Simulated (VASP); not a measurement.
A run of VASP 6.6.1:

Contents of INCAR:

```
PREC = Accurate ; ENCUT = 520
EDIFF = 1E-6 ; ISMEAR = 0
SIGMA = 0.15 ; LREAL = F
LASPH = T ; NELM = 100
ALGO = Fast ; ISIF = 2
LWAVE = F ; LCHARG = T
LELF = T ; LVHAR = T
NBANDS = 11
```

Contents of KPOINTS:

```
regular mesh
0
Gamma
  22 22 22
```

POSCAR

```
Pt
1.0
   -1.6826520406      1.4922629704      1.4922629704
    1.4922629704     -1.6826520406      1.4922629704
    1.4922629704      1.4922629704     -1.6826520406
Pt
1
Direct
    0.0000000000      0.0000000000      0.0000000000
```

Potentials or basis: VASP PAW LDA potentials, release 64 (Pt).

Run with:

```bash
$ cat potpaw_LDA.64/Pt/POTCAR > POTCAR
$ mpirun -np 1 vasp_std > vasp.out
```

Hardware: 1 thread of Intel(R) Xeon(R) Platinum 8488C (Sapphire Rapids) (shared host).

Problem. How long does it take, and how much memory?

Solution. Wall time 85 s on 1 thread of Intel(R) Xeon(R) Platinum 8488C (Sapphire Rapids) (shared host), peak memory 0.25 GiB. Counts: scf iterations 13, k points 1024.
